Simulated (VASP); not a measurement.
# Al8H in VASP: further runs

The runs below take Al8H through single point, with PBE.

Program: VASP 6.6.1. These are calculated values, not measurements. Logs are shortened: lines on timing, memory, paths and dates and some standing lists are left out, and cuts for length are marked.

### 1 The cell of the first run

The cell holds a slab with vacuum, 18 atoms: a = 5.714 Å, b = 8.080 Å, c = 22.243 Å, α = 90.00°, β = 90.00°, γ = 90.00°.

### 2 Single point, PBE

The input, INCAR:

```
SYSTEM = Al8H
PREC = Accurate
ENCUT = 520
EDIFF = 1E-6
ISMEAR = 0
SIGMA = 0.1
LREAL = Auto
LASPH = .TRUE.
NELM = 60
ALGO = Normal
ISIF = 2
LWAVE = .FALSE.
LCHARG = .FALSE.
LDIPOL = .TRUE.
IDIPOL = 3
DIPOL = 0.5 0.5 0.302
GGA = PE
NBANDS = 40
```

The input, KPOINTS:

```
Automatic mesh
0
G
  5 4 1
  0 0 0
```

The input, POSCAR:

```
Al8H
1.0
    5.7135165837      0.0000000000      0.0000000000
    0.0000000000      8.0801326415      0.0000000000
    0.0000000000      0.0000000000     22.2432786975
Al H
16 2
Direct
    0.2500000000      0.2500000000      0.1798296040
    0.2500000000      0.7500000000      0.1798296040
    0.7500000000      0.2500000000      0.1798296040
    0.7500000000      0.7500000000      0.1798296040
    0.0000000000      0.0000000000      0.2440458181
    0.0000000000      0.5000000000      0.2440458181
    0.5000000000      0.0000000000      0.2440458181
    0.5000000000      0.5000000000      0.2440458181
    0.2500000000      0.2500000000      0.3102598702
    0.2500000000      0.7500000000      0.3102598702
    0.7500000000      0.2500000000      0.3102598702
    0.7500000000      0.7500000000      0.3102598702
    0.0000000000      0.0000000000      0.3705963860
    0.0000000000      0.5000000000      0.3705963860
    0.5000000000      0.0000000000      0.3705963860
    0.5000000000      0.5000000000      0.3705963860
    0.7500000000     -0.0402221120      0.5054685890
    0.7500000000      0.0402221120      0.5054685890
```

Potentials or basis: VASP PAW PBE potentials, release 64 (Al, H).

Command:

```console
$ cat potpaw_PBE.64/Al/POTCAR potpaw_PBE.64/H/POTCAR > POTCAR
$ mpirun -np 1 vasp_std > vasp.out
```

OUTCAR:

```text
SYSTEM = Al8H
   PREC = Accurate
   ENCUT = 520
   EDIFF = 1E-6
   ISMEAR = 0
   LREAL = Auto
   LASPH = .TRUE.
   NELM = 60
   ISIF = 2
   GGA = PE

 ion  position               nearest neighbor table
   1  0.250  0.250  0.180-   3 2.86   3 2.86   6 2.86   7 2.86   8 2.86   5 2.86   9 2.90
   2  0.250  0.750  0.180-   4 2.86   4 2.86   6 2.86   7 2.86   8 2.86   5 2.86  10 2.90
   3  0.750  0.250  0.180-   1 2.86   1 2.86   6 2.86   7 2.86   8 2.86   5 2.86  11 2.90
   4  0.750  0.750  0.180-   2 2.86   2 2.86   6 2.86   7 2.86   8 2.86   5 2.86  12 2.90
   5  0.000  0.000  0.244-  13 2.81   7 2.86   7 2.86   4 2.86   1 2.86   2 2.86   3 2.86  11 2.88
                            12 2.88   9 2.88  10 2.88
   6  0.000  0.500  0.244-  14 2.81   8 2.86   8 2.86   4 2.86   1 2.86   2 2.86   3 2.86  11 2.88
                            12 2.88   9 2.88  10 2.88
   7  0.500  0.000  0.244-  15 2.81   5 2.86   5 2.86   4 2.86   1 2.86   2 2.86   3 2.86  11 2.88
                            12 2.88   9 2.88  10 2.88
   8  0.500  0.500  0.244-  16 2.81   6 2.86   6 2.86   4 2.86   1 2.86   2 2.86   3 2.86  11 2.88
                            12 2.88   9 2.88  10 2.88
   9  0.250  0.250  0.310-  13 2.81  14 2.81  15 2.81  16 2.81  11 2.86  11 2.86   7 2.88   8 2.88
                             5 2.88   6 2.88   1 2.90
  10  0.250  0.750  0.310-  13 2.81  14 2.81  15 2.81  16 2.81  12 2.86  12 2.86   7 2.88   8 2.88
                             5 2.88   6 2.88   2 2.90
  11  0.750  0.250  0.310-  13 2.81  14 2.81  15 2.81  16 2.81   9 2.86   9 2.86   7 2.88   8 2.88
                             5 2.88   6 2.88   3 2.90
  12  0.750  0.750  0.310-  13 2.81  14 2.81  15 2.81  16 2.81  10 2.86  10 2.86   7 2.88   8 2.88
                             5 2.88   6 2.88   4 2.90
  13  0.000  0.000  0.371-   9 2.81  10 2.81  11 2.81  12 2.81   5 2.81  15 2.86  15 2.86
  14  0.000  0.500  0.371-   9 2.81  10 2.81  11 2.81  12 2.81   6 2.81  16 2.86  16 2.86
  15  0.500  0.000  0.371-   9 2.81  10 2.81  11 2.81  12 2.81   7 2.81  13 2.86  13 2.86
  16  0.500  0.500  0.371-   9 2.81  10 2.81  11 2.81  12 2.81   8 2.81  14 2.86  14 2.86
  17  0.750  0.960  0.505-  18 0.65
  18  0.750  0.040  0.505-  17 0.65

  LATTYP: Found a simple orthorhombic cell.
 ALAT       =     5.7135165837
 B/A-ratio  =     1.4142135624
 C/A-ratio  =     3.8930977747

  Lattice vectors:

 A1 = (   5.7135165837,   0.0000000000,   0.0000000000)
 A2 = (   0.0000000000,   8.0801326415,   0.0000000000)
 A3 = (   0.0000000000,   0.0000000000,  22.2432786975)

Analysis of symmetry for initial positions (statically):
=====================================================================
 Subroutine PRICEL returns:
 Original cell was already a primitive cell.

 Routine SETGRP: Setting up the symmetry group for a
 simple orthorhombic supercell.

 Subroutine GETGRP returns: Found  4 space group operations
 (whereof  2 operations were pure point group operations)
 out of a pool of  8 trial point group operations.

The static configuration has the point symmetry C_1h.
 The point group associated with its full space group is C_2v.

Analysis of symmetry for dynamics (positions and initial velocities):
=====================================================================
 Subroutine PRICEL returns:
 Original cell was already a primitive cell.

 Routine SETGRP: Setting up the symmetry group for a
 simple orthorhombic supercell.

 Subroutine GETGRP returns: Found  4 space group operations
 (whereof  2 operations were pure point group operations)
 out of a pool of  8 trial point group operations.

The dynamic configuration has the point symmetry C_1h.
 The point group associated with its full space group is C_2v.

 Subroutine INISYM returns: Found  4 space group operations
 (whereof  2 operations are pure point group operations),
 and found     1 'primitive' translations

----------------------------------------------------------------------------------------

                                     Primitive cell

  volume of cell :    1026.8826

  direct lattice vectors                    reciprocal lattice vectors
     5.713516584  0.000000000  0.000000000     0.175023558  0.000000000  0.000000000
     0.000000000  8.080132642  0.000000000     0.000000000  0.123760345  0.000000000
     0.000000000  0.000000000 22.243278697     0.000000000  0.000000000  0.044957401

  length of vectors
     5.713516584  8.080132642 22.243278697     0.175023558  0.123760345  0.044957401

  position of ions in fractional coordinates (direct lattice)
[... 54 lines left out ...]

  Length of vectors
     0.035004712  0.030940086  0.044957401

  Shift w.r.t. Gamma in fractional coordinates (k-lattice)
     0.000000000  0.000000000  0.000000000

 Subroutine IBZKPT returns following result:
 ===========================================

 Found      9 irreducible k-points:

 Following reciprocal coordinates:
            Coordinates               Weight
  0.000000  0.000000  0.000000      1.000000
  0.200000  0.000000  0.000000      2.000000
  0.400000  0.000000  0.000000      2.000000
  0.000000  0.250000  0.000000      2.000000
  0.200000  0.250000  0.000000      4.000000
  0.400000  0.250000  0.000000      4.000000
  0.000000  0.500000  0.000000      1.000000
  0.200000  0.500000  0.000000      2.000000
  0.400000  0.500000  0.000000      2.000000
   k-points           NKPTS =      9   k-points in BZ     NKDIM =      9   number of bands    NBANDS=     40
   number of dos      NEDOS =    301   number of ions     NIONS =     18
   total plane-waves  NPLWV = 423360
   dimension x,y,z NGX =    42 NGY =   60 NGZ =  168
   dimension x,y,z NGXF=    84 NGYF=  120 NGZF=  336
   ions per type =              16   2
   NGX,Y,Z   is equivalent  to a cutoff of  12.22, 12.34, 12.56 a.u.
   NGXF,Y,Z  is equivalent  to a cutoff of  24.44, 24.69, 25.11 a.u.
 SYSTEM =  Al8H
   PREC   = accura    normal or accurate (medium, high low for compatibility)
   ISTART =      0    job   : 0-new  1-cont  2-samecut
   ICHARG =      2    charge: 1-file 2-atom 10-const
   ISPIN  =      1    spin polarized calculation?
   LNONCOLLINEAR =      F non collinear calculations
   LSORBIT =      F    spin-orbit coupling
   LASPH  =      T    aspherical Exc in radial PAW
   ENCUT  =  520.0 eV  38.22 Ry    6.18 a.u.  10.62 15.02 41.36*2*pi/ulx,y,z
   NELM   =     60;   NELMIN=  2; NELMDL= -5     # of ELM steps
   EDIFF  = 0.1E-05   stopping-criterion for ELM
   LREAL  =      T    real-space projection
   EDIFFG = 0.1E-04   stopping-criterion for IOM
   NSW    =      0    number of steps for IOM
   IBRION =     -1    ionic relax: 0-MD 1-quasi-New 2-CG
   NFREE  =      0    steps in history (QN), initial steepest desc. (CG)
   ISIF   =      2    stress and relaxation
   ISYM   =      2    0-nonsym 1-usesym 2-fastsym
   POTIM  = 0.5000    time-step for ionic-motion
   TEBEG  =    0.0;   TEEND  =   0.0 temperature during run
   PSTRESS=    0.0 pullay stress
   NELECT =      50.0000    total number of electrons
   NUPDOWN=      -1.0000    fix difference up-down
   EMIN   =  10.00;   EMAX   =-10.00  energy-range for DOS
   EFERMI =   0.00;   METHOD = LEGACY
   ISMEAR =     0;   SIGMA  =   0.10  broadening in eV -4-tet -1-fermi 0-gaus
   EFERMI_NEDOS =   21; number of points for ismear=-14 and -15
   IALGO  =     38    algorithm
   IMIX   =      4    mixing-type and parameters
     AMIX     =   0.40;   BMIX     =  1.00
     AMIX_MAG =   1.60;   BMIX_MAG =  1.00
  volume/ion in A,a.u.               =      57.05       384.99
  Fermi-wavevector in a.u.,A,eV,Ry     =   0.597803  1.129683  4.862288  0.357368
  Thomas-Fermi vector in A             =   1.648667
   LORBIT       =      0    0 simple, 1 ext, 2 COOP (PROOUT), +10 PAW based schemes
   GGA     = PE    functional components
   LHFCALC =     F    Hartree Fock is set to
   AEXX    =    0.0000 exact exchange contribution
   IVDW    =     0    specifies the selected vdW correction
   LEPSILON=     F    determine dielectric tensor
   LRPA    =     F    only Hartree local field effects (RPA)
 non-spin polarized calculation
 Gauss-broadening in eV      SIGMA  =   0.10
  energy-cutoff  :      520.00
  volume of cell :     1026.88
 maximum number of plane-waves:     27706
   NGX = 21   NGY = 31   NGZ = 83

 dipolmoment           0.000000      0.000000      0.053867 electrons x Angstroem

 number of electron      49.9999997 magnetization

 dipolmoment           0.000000      0.000000     -0.030975 electrons x Angstroem

 Free energy of the ion-electron system (eV)
  ---------------------------------------------------
  ext. energy  EPLUGINS =         0.00000000
  ---------------------------------------------------
  free energy    TOTEN  =       -61.19306702 eV

  energy without entropy =      -61.15692199  energy(sigma->0) =      -61.17499450

 E-fermi :  -0.8357     XC(G=0):  -3.6760

 val. band max:       -0.8682143507   @ k =   0.0000   0.2500   0.0000
 cond. band min:      -0.7882163588   @ k =   0.2000   0.2500   0.0000
 fundamental gap:      0.0799979919
 Fermi energy:        -0.8357244928

 k-point     1 :       0.0000    0.0000    0.0000
  band No.  band energies     occupation
      1     -11.0745      2.00000
      2      -8.9007      2.00000
      3      -8.8177      2.00000
      4      -8.6502      2.00000
      5      -7.9156      2.00000
      6      -6.6617      2.00000
[... 349 lines left out ...]
     36       1.7731      0.00000
     37       1.8380      0.00000
 [bands above 37 left out]

------------------------ aborting loop because EDIFF is reached ----------------------------------------

 vacuum level on the upper side and lower side of the slab       (xc-potential included)        -0.074         0.046

  FORCE on cell =-STRESS in cart. coord.  units (eV):
  Direction    XX          YY          ZZ          XY          YZ          ZX
  --------------------------------------------------------------------------------------
  -------------------------------------------------------------------------------------
  Total      -11.8844884     -0.6934584     -0.6412119      0.0000000      0.0000000      0.0000000
  in kB      -18.5425854     -1.0819575     -1.0004408      0.0000000      0.0000000      0.0000000
  external PRESSURE =      -6.8749946 kB  Pullay stress =       0.0000000 kB

 VOLUME and BASIS-vectors are now :
 -----------------------------------------------------------------------------
  energy-cutoff  :      520.00
  volume of cell :     1026.88
      direct lattice vectors                 reciprocal lattice vectors
     5.713516584  0.000000000  0.000000000     0.175023558  0.000000000  0.000000000
     0.000000000  8.080132642  0.000000000     0.000000000  0.123760345  0.000000000
     0.000000000  0.000000000 22.243278697     0.000000000  0.000000000  0.044957401

 POSITION                                       TOTAL-FORCE (eV/Angst)
 -----------------------------------------------------------------------------------
      1.42838      2.02003      4.00000         0.000000      0.007157      0.202096
      1.42838      6.06010      4.00000         0.000000     -0.007157      0.202096
      4.28514      2.02003      4.00000         0.000000      0.000479      0.213192
      4.28514      6.06010      4.00000         0.000000     -0.000479      0.213192
      0.00000      0.00000      5.42838         0.007026      0.000000     -0.205846
      0.00000      4.04007      5.42838         0.006106      0.000000     -0.207358
[... 10 lines left out ...]
      4.28514      7.75513     11.24328         0.000000     -4.870214      0.087815
      4.28514      0.32500     11.24328         0.000000      4.870214      0.087815
 -----------------------------------------------------------------------------------
    total drift:                                0.000000     -0.000000     -0.013839

  FREE ENERGIE OF THE ION-ELECTRON SYSTEM (eV)
  ---------------------------------------------------
  free  energy   TOTEN  =       -61.1930670210 eV

  energy  without entropy=      -61.1569219885  energy(sigma->0) =      -61.17499450

 vacuum level on the upper side and lower side of the slab         3.115         3.238
```

Run time: 6.2 min. Hardware: 1 thread of AMD EPYC 9R45 (Zen 5), shared host; peak memory 0.87 GiB.

Results:

| Item | Value |
| --- | --- |
| Free energy | -61.1931 eV |
| Largest force | 4.871 eV/Å |
| Band gap on the k mesh | zero (bands 25 and 26 overlap by 0.49 eV) |

Forces in eV/Å, atoms in the order of the input:
```
Al   0.000  0.007  0.202
Al   0.000 -0.007  0.202
Al   0.000  0.000  0.213
Al   0.000  0.000  0.213
Al   0.007  0.000 -0.206
Al   0.006  0.000 -0.207
Al  -0.007  0.000 -0.206
Al  -0.006  0.000 -0.207
Al   0.000 -0.005 -0.027
Al   0.000  0.005 -0.027
Al   0.000 -0.012 -0.003
Al   0.000  0.012 -0.003
Al   0.033  0.000 -0.065
Al   0.003  0.000  0.005
Al  -0.033  0.000 -0.065
Al  -0.003  0.000  0.005
H    0.000 -4.870  0.088
H    0.000  4.870  0.088
```

(Continued in part 2 of 2.)
